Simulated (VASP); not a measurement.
Wanted: the native input for a VASP 6.6.1 run.

| Quantity | Value |
| --- | --- |
| Task | single point |
| Functional | PBE |
| Dispersion | D3(BJ) |
| Potentials or basis | VASP PAW PBE potentials, release 64 (Bi_d) |
| Cutoff | 520 eV |
| k mesh | 13 × 13 × 13 |
| Occupations | fermi-dirac, width 0.08 eV |
| Spin | no spin polarisation |
| Dipole correction | no |
| Further INCAR settings | ALGO = Normal; EDIFF = 1e-07; NBANDS = 14 |

The structure of Bi lies in POSCAR:

```
Bi
1.0
   -1.9624475854      1.9624475854      1.9624475854
    1.9624475854     -1.9624475854      1.9624475854
    1.9624475854      1.9624475854     -1.9624475854
Bi
1
Direct
    0.0000000000      0.0000000000      0.0000000000
```

This isn't the form of Bi at room conditions, which is rhombohedral.

These files were run (other wordings do the same):

INCAR

```
ALGO = Normal
EDIFF = 1E-7
ENCUT = 520
GGA = PE
ISIF = 2
ISMEAR = -1
IVDW = 12
LASPH = True
LCHARG = False
LREAL = False
LWAVE = False
NBANDS = 14
NELM = 100
PREC = Accurate
SIGMA = 0.08
```

KPOINTS

```
k-points
0
Gamma
  13 13 13
```

Potentials or basis: VASP PAW PBE potentials, release 64 (Bi_d).

Launch:

```bash
$ cat potpaw_PBE.64/Bi_d/POTCAR > POTCAR
$ mpirun -np 1 vasp_std > vasp.out
```

Results of the run:

```
Pressure                   : -0.1 GPa
Band gap on the k mesh     : zero (an odd number of electrons rules out a gap without spin polarisation)
Dispersion energy per atom : -0.521 eV
```

Caveat: spin-orbit coupling is left out, which moves the levels of the heavy elements.

Run time: 14 s on 1 thread of Intel(R) Xeon(R) 6975P-C (Granite Rapids) (shared host), peak memory 0.18 GiB.
